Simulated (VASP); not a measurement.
# Pt (a cell with a defect) in VASP: relaxation of the atoms with PBE

Aim: the relaxation of the atoms of Pt (a cell with a defect) with PBE.

Everything below comes from runs of VASP 6.6.1. Logs are shortened: lines on timing, memory, paths and dates and some standing lists are left out, and cuts for length are marked.

### 1 The cell of the first run

The cell holds a defect, 15 atoms: a = 6.877 Å, b = 6.877 Å, c = 6.877 Å, α = 109.47°, β = 109.47°, γ = 109.47°.

### 2 Relaxation of the atoms, PBE (atoms taken out)

Input file INCAR:

```
ALGO = Normal ; EDIFF = 1E-6
EDIFFG = -0.025 ; ENCUT = 520
GGA = PE ; IBRION = 2
ISIF = 2 ; ISMEAR = 0
LASPH = T ; LCHARG = F
LREAL = Auto ; LUSENCCL = F
LWAVE = F ; NELM = 80
NSW = 65 ; PREC = Accurate
SIGMA = 0.1
```

Input file KPOINTS:

```
k-points
0
Gamma
  5 5 5
```

Input file POSCAR:

```
Pt
1.0
    3.9702306987     -3.9702306987      3.9702306987
   -3.9702306987     -3.9702306987     -3.9702306987
    3.9702306987      3.9702306987     -3.9702306987
Pt
15
Direct
    0.7500000000      0.7500000000      0.5000000000
    0.7500000000      0.5000000000      0.7500000000
    0.0000000000      0.7500000000      0.2500000000
    0.0000000000      0.5000000000      0.5000000000
    0.0000000000      0.2500000000      0.7500000000
    0.2500000000      0.7500000000      0.0000000000
    0.2500000000      0.5000000000      0.2500000000
    0.2500000000      0.2500000000      0.5000000000
    0.2500000000      0.0000000000      0.7500000000
    0.5000000000      0.5000000000      0.0000000000
    0.5000000000      0.2500000000      0.2500000000
    0.5000000000      0.0000000000      0.5000000000
    0.7500000000      0.2500000000      0.0000000000
    0.7500000000      0.0000000000      0.2500000000
    0.0000000000      0.0000000000      0.0000000000
```

Potentials or basis: VASP PAW PBE potentials, release 64 (Pt).

The run is started by

```sh
cat potpaw_PBE.64/Pt/POTCAR > POTCAR
mpirun -np 1 vasp_std > vasp.out
```

OUTCAR:

```text
EDIFF = 1E-6
   EDIFFG = -0.025
   ENCUT = 520
   GGA = PE
   IBRION = 2
   ISIF = 2
   ISMEAR = 0
   LASPH = T
   LREAL = Auto
   NELM = 80
   NSW = 65
   PREC = Accurate

 ion  position               nearest neighbor table
   1  0.750  0.750  0.500-   2 2.81   3 2.81   4 2.81   5 2.81   9 2.81  12 2.81  14 2.81  15 2.81
                            10 2.81  11 2.81   7 2.81
   2  0.750  0.500  0.750-   1 2.81   3 2.81   4 2.81   5 2.81   6 2.81  10 2.81  13 2.81  15 2.81
                            11 2.81  12 2.81   8 2.81
   3  0.000  0.750  0.250-   1 2.81   4 2.81   6 2.81   7 2.81   8 2.81   9 2.81  12 2.81  14 2.81
                            15 2.81   2 2.81  13 2.81  10 2.81
   4  0.000  0.500  0.500-   1 2.81   2 2.81   3 2.81   5 2.81   6 2.81   7 2.81   8 2.81   9 2.81
                            13 2.81  14 2.81  11 2.81
   5  0.000  0.250  0.750-   2 2.81   4 2.81   6 2.81   7 2.81   8 2.81   9 2.81  10 2.81  13 2.81
                            15 2.81  14 2.81   1 2.81  12 2.81
   6  0.250  0.750  0.000-   3 2.81   7 2.81   9 2.81  10 2.81  11 2.81  12 2.81  14 2.81  15 2.81
                             4 2.81   5 2.81   2 2.81
   7  0.250  0.500  0.250-   1 2.81   3 2.81   4 2.81   6 2.81   8 2.81  10 2.81  11 2.81  12 2.81
                             5 2.81  15 2.81  13 2.81
   8  0.250  0.250  0.500-   2 2.81   4 2.81   5 2.81   7 2.81   9 2.81  10 2.81  11 2.81  12 2.81
                            15 2.81   3 2.81  14 2.81
   9  0.250  0.000  0.750-   5 2.81   6 2.81   8 2.81  10 2.81  11 2.81  12 2.81  13 2.81  15 2.81
                             3 2.81   4 2.81   1 2.81
  10  0.500  0.500  0.000-   1 2.81   2 2.81   3 2.81   6 2.81   7 2.81  11 2.81  13 2.81  14 2.81
                             8 2.81   9 2.81   5 2.81
  11  0.500  0.250  0.250-   1 2.81   2 2.81   4 2.81   7 2.81   8 2.81  10 2.81  12 2.81  13 2.81
                            14 2.81   9 2.81   6 2.81  15 2.81
  12  0.500  0.000  0.500-   1 2.81   2 2.81   5 2.81   8 2.81   9 2.81  11 2.81  13 2.81  14 2.81
                             6 2.81   7 2.81   3 2.81
  13  0.750  0.250  0.000-   2 2.81   3 2.81   4 2.81   5 2.81   7 2.81  10 2.81  11 2.81  14 2.81
                            15 2.81  12 2.81   9 2.81
  14  0.750  0.000  0.250-   1 2.81   3 2.81   4 2.81   5 2.81   8 2.81  11 2.81  12 2.81  13 2.81
                            15 2.81  10 2.81   6 2.81
  15  0.000  0.000  0.000-   3 2.81   5 2.81   6 2.81   7 2.81   8 2.81   9 2.81  11 2.81  13 2.81
                            14 2.81   1 2.81   2 2.81

  LATTYP: Found a body centered cubic cell.
 ALAT       =     7.9404613974

  Lattice vectors:

 A1 = (   3.9702306987,  -3.9702306987,   3.9702306987)
 A2 = (  -3.9702306987,  -3.9702306987,  -3.9702306987)
 A3 = (   3.9702306987,   3.9702306987,  -3.9702306987)

Analysis of symmetry for initial positions (statically):
=====================================================================
 Subroutine PRICEL returns:
 Original cell was already a primitive cell.

 Routine SETGRP: Setting up the symmetry group for a
 body centered cubic supercell.

 Subroutine GETGRP returns: Found 48 space group operations
 (whereof  4 operations were pure point group operations)
 out of a pool of 48 trial point group operations.

The static configuration has the point symmetry C_2v.
 The point group associated with its full space group is O_h .

Analysis of symmetry for dynamics (positions and initial velocities):
=====================================================================
 Subroutine PRICEL returns:
 Original cell was already a primitive cell.

 Routine SETGRP: Setting up the symmetry group for a
 body centered cubic supercell.

 Subroutine GETGRP returns: Found 48 space group operations
 (whereof  4 operations were pure point group operations)
 out of a pool of 48 trial point group operations.

The dynamic configuration has the point symmetry C_2v.
 The point group associated with its full space group is O_h .

 Subroutine INISYM returns: Found 48 space group operations
 (whereof  4 operations are pure point group operations),
 and found     1 'primitive' translations

----------------------------------------------------------------------------------------

                                     Primitive cell

  volume of cell :     250.3267

  direct lattice vectors                    reciprocal lattice vectors
     3.970230699 -3.970230699  3.970230699     0.125937266 -0.125937266  0.000000000
    -3.970230699 -3.970230699 -3.970230699     0.000000000 -0.125937266 -0.125937266
     3.970230699  3.970230699 -3.970230699     0.125937266  0.000000000 -0.125937266

  length of vectors
     6.876641288  6.876641288  6.876641288     0.178102190  0.178102190  0.178102190

  position of ions in fractional coordinates (direct lattice)
[... 53 lines left out ...]
     0.000000000  0.000000000  0.000000000

 Subroutine IBZKPT returns following result:
 ===========================================

 Found     10 irreducible k-points:

 Following reciprocal coordinates:
            Coordinates               Weight
  0.000000  0.000000  0.000000      1.000000
  0.200000  0.000000  0.000000     12.000000
  0.400000  0.000000  0.000000     12.000000
  0.200000  0.200000  0.000000     24.000000
  0.400000  0.200000  0.000000     24.000000
  0.200000  0.200000  0.200000      8.000000
 -0.200000  0.200000  0.200000      6.000000
 -0.400000  0.400000  0.200000     24.000000
 -0.400000 -0.400000  0.200000      8.000000
 -0.400000  0.400000  0.400000      6.000000
   k-points           NKPTS =     10   k-points in BZ     NKDIM =     10   number of bands    NBANDS=     90
   number of dos      NEDOS =    301   number of ions     NIONS =     15
   total plane-waves  NPLWV = 157464
   dimension x,y,z NGX =    54 NGY =   54 NGZ =   54
   dimension x,y,z NGXF=   108 NGYF=  108 NGZF=  108
   ions per type =              15
   NGX,Y,Z   is equivalent  to a cutoff of  13.05, 13.05, 13.05 a.u.
   NGXF,Y,Z  is equivalent  to a cutoff of  26.11, 26.11, 26.11 a.u.
 SYSTEM =  unknown system
   PREC   = accura    normal or accurate (medium, high low for compatibility)
   ISTART =      0    job   : 0-new  1-cont  2-samecut
   ICHARG =      2    charge: 1-file 2-atom 10-const
   ISPIN  =      1    spin polarized calculation?
   LNONCOLLINEAR =      F non collinear calculations
   LSORBIT =      F    spin-orbit coupling
   LASPH  =      T    aspherical Exc in radial PAW
   ENCUT  =  520.0 eV  38.22 Ry    6.18 a.u.  12.79 12.79 12.79*2*pi/ulx,y,z
   NELM   =     80;   NELMIN=  2; NELMDL= -5     # of ELM steps
   EDIFF  = 0.1E-05   stopping-criterion for ELM
   LREAL  =      T    real-space projection
   EDIFFG = -.3E-01   stopping-criterion for IOM
   NSW    =     65    number of steps for IOM
   IBRION =      2    ionic relax: 0-MD 1-quasi-New 2-CG
   NFREE  =      1    steps in history (QN), initial steepest desc. (CG)
   ISIF   =      2    stress and relaxation
   ISYM   =      2    0-nonsym 1-usesym 2-fastsym
   POTIM  = 0.5000    time-step for ionic-motion
   TEBEG  =    0.0;   TEEND  =   0.0 temperature during run
   PSTRESS=    0.0 pullay stress
   NELECT =     150.0000    total number of electrons
   NUPDOWN=      -1.0000    fix difference up-down
   EMIN   =  10.00;   EMAX   =-10.00  energy-range for DOS
   EFERMI =   0.00;   METHOD = LEGACY
   ISMEAR =     0;   SIGMA  =   0.10  broadening in eV -4-tet -1-fermi 0-gaus
   EFERMI_NEDOS =   21; number of points for ismear=-14 and -15
   IALGO  =     38    algorithm
   IMIX   =      4    mixing-type and parameters
     AMIX     =   0.40;   BMIX     =  1.00
     AMIX_MAG =   1.60;   BMIX_MAG =  1.00
  volume/ion in A,a.u.               =      16.69       112.62
  Fermi-wavevector in a.u.,A,eV,Ry     =   1.380181  2.608165 25.917748  1.904901
  Thomas-Fermi vector in A             =   2.505082
   LORBIT       =      0    0 simple, 1 ext, 2 COOP (PROOUT), +10 PAW based schemes
   GGA     = PE    functional components
   LHFCALC =     F    Hartree Fock is set to
   AEXX    =    0.0000 exact exchange contribution
   IVDW    =     0    specifies the selected vdW correction
   LEPSILON=     F    determine dielectric tensor
   LRPA    =     F    only Hartree local field effects (RPA)
 conjugate gradient relaxation of ions
 non-spin polarized calculation
 Gauss-broadening in eV      SIGMA  =   0.10
  energy-cutoff  :      520.00
  volume of cell :      250.33
 maximum number of plane-waves:      6776
 NGX is ok and might be reduce to    54
   NGX = 25   NGY = 25   NGZ = 25

--------------------------------------- Ionic step        1  -------------------------------------------

 number of electron     150.0000033 magnetization

 Free energy of the ion-electron system (eV)
  ---------------------------------------------------
  ext. energy  EPLUGINS =         0.00000000
  ---------------------------------------------------
  free energy    TOTEN  =       -90.42766136 eV

  energy without entropy =      -90.28335245  energy(sigma->0) =      -90.35550691

------------------------ aborting loop because EDIFF is reached ----------------------------------------

  FORCE on cell =-STRESS in cart. coord.  units (eV):
  Direction    XX          YY          ZZ          XY          YZ          ZX
  --------------------------------------------------------------------------------------
  -------------------------------------------------------------------------------------
  Total       -8.3771055     -8.3771055     -8.3771055      0.0000000      0.0000000      0.0000000
  in kB      -53.6163625    -53.6163625    -53.6163625      0.0000000      0.0000000      0.0000000
  external PRESSURE =     -53.6163625 kB  Pullay stress =       0.0000000 kB
[... 85 lines left out ...]
--------------------------------------- Ionic step        3  -------------------------------------------

 number of electron     150.0000001 magnetization

 Free energy of the ion-electron system (eV)
  ---------------------------------------------------
  ext. energy  EPLUGINS =         0.00000000
  ---------------------------------------------------
  free energy    TOTEN  =       -90.52917670 eV

  energy without entropy =      -90.38616227  energy(sigma->0) =      -90.45766949

 E-fermi :   9.4727     XC(G=0): -12.8098

 val. band max:        9.4540218379   @ k =  -0.2000   0.2000   0.2000
 cond. band min:       9.4762449914   @ k =   0.2000   0.0000   0.0000
 fundamental gap:      0.0222231535
 Fermi energy:         9.4726997939

 k-point     1 :       0.0000    0.0000    0.0000
  band No.  band energies     occupation
      1       0.1235      2.00000
      2       2.9417      2.00000
      3       3.3009      2.00000
      4       3.3009      2.00000
      5       3.4895      2.00000
      6       3.4895      2.00000
[... 889 lines left out ...]
     86      15.0689      0.00000
     87      15.0689      0.00000
 [bands above 87 left out]

------------------------ aborting loop because EDIFF is reached ----------------------------------------

  FORCE on cell =-STRESS in cart. coord.  units (eV):
  Direction    XX          YY          ZZ          XY          YZ          ZX
  --------------------------------------------------------------------------------------
  -------------------------------------------------------------------------------------
  Total       -9.8264413     -9.8264413     -9.8264413      0.0000000     -0.0000000     -0.0000000
  in kB      -62.8926115    -62.8926115    -62.8926115      0.0000000     -0.0000000     -0.0000000
  external PRESSURE =     -62.8926115 kB  Pullay stress =       0.0000000 kB
[... 30 lines left out ...]
  FREE ENERGIE OF THE ION-ELECTRON SYSTEM (eV)
  ---------------------------------------------------
  free  energy   TOTEN  =       -90.5291767044 eV

  energy  without entropy=      -90.3861622713  energy(sigma->0) =      -90.45766949

 reached required accuracy - stopping structural energy minimisation
```

Run time: 1.9 min. Hardware: 1 × NVIDIA H100 80GB with 1 thread of AMD EPYC 7R13 (Zen 3), shared host; peak memory 1.5 GiB.

What came out:

| Property | Result |
| --- | --- |
| Free energy | -90.5292 eV |
| Energy gained by relaxing | 6.8 meV/atom |
| Ionic steps | 3 |
| Pressure after relaxing | -6.3 GPa |
| Largest force after relaxing | 0.017 eV/Å |
| Band gap on the k mesh | zero (bands 75 and 76 overlap by 0.67 eV) |

Forces on the atoms (eV/Å):
```
Pt   0.000 -0.012  0.012
Pt   0.012  0.000  0.012
Pt   0.000  0.000  0.000
Pt  -0.012  0.012  0.000
Pt   0.000  0.000  0.000
Pt   0.000  0.012 -0.012
Pt  -0.012  0.000  0.012
Pt   0.000  0.012  0.012
Pt  -0.012  0.000 -0.012
Pt   0.012  0.012  0.000
Pt   0.000  0.000  0.000
Pt  -0.012 -0.012  0.000
Pt   0.000 -0.012 -0.012
Pt   0.012  0.000 -0.012
Pt   0.012 -0.012  0.000
```

The path:
```tsv
step	energy change (eV)	largest force (eV/Å)	pressure (GPa)
1	0.0000	0.4477	-5.36
2	-0.0827	0.1940	-5.98
3	-0.1015	0.0166	-6.29
```

Final structure:
```yaml
crystal:
  lattice:
    - [3.97023, -3.97023, 3.97023]
    - [-3.97023, -3.97023, -3.97023]
    - [3.97023, 3.97023, -3.97023]
  atoms:
    - { symbol: Pt, position: [0.74649, 0.75000, 0.50351] }
    - { symbol: Pt, position: [0.74649, 0.50351, 0.75000] }
    - { symbol: Pt, position: [0.00000, 0.75000, 0.25000] }
    - { symbol: Pt, position: [0.00702, 0.50351, 0.50351] }
    - { symbol: Pt, position: [0.00000, 0.25000, 0.75000] }
    - { symbol: Pt, position: [0.25351, 0.75000, 0.99649] }
    - { symbol: Pt, position: [0.25351, 0.50351, 0.25702] }
    - { symbol: Pt, position: [0.25351, 0.25702, 0.50351] }
    - { symbol: Pt, position: [0.25351, 0.99649, 0.75000] }
    - { symbol: Pt, position: [0.50000, 0.50351, 0.99649] }
    - { symbol: Pt, position: [0.50000, 0.25000, 0.25000] }
    - { symbol: Pt, position: [0.50000, 0.99649, 0.50351] }
    - { symbol: Pt, position: [0.74649, 0.24298, 0.99649] }
    - { symbol: Pt, position: [0.74649, 0.99649, 0.24298] }
    - { symbol: Pt, position: [0.99298, 0.99649, 0.99649] }
```

Levels at points of the mesh, in eV from the Fermi level:
```csv
k point,band 71,band 72,band 73,band 74,band 75,band 76,band 77,band 78,band 79,band 80
"(0.00, 0.00, 0.00)",-0.05,-0.05,0.15,0.56,0.56,0.56,1.48,1.48,1.48,1.54
```

Caveat: the cell differs from its parent crystal (atoms taken out); spin-orbit coupling is left out, which moves the levels of the heavy elements.

The gap in the log of VASP goes by the Fermi energy; the results here count the filled bands.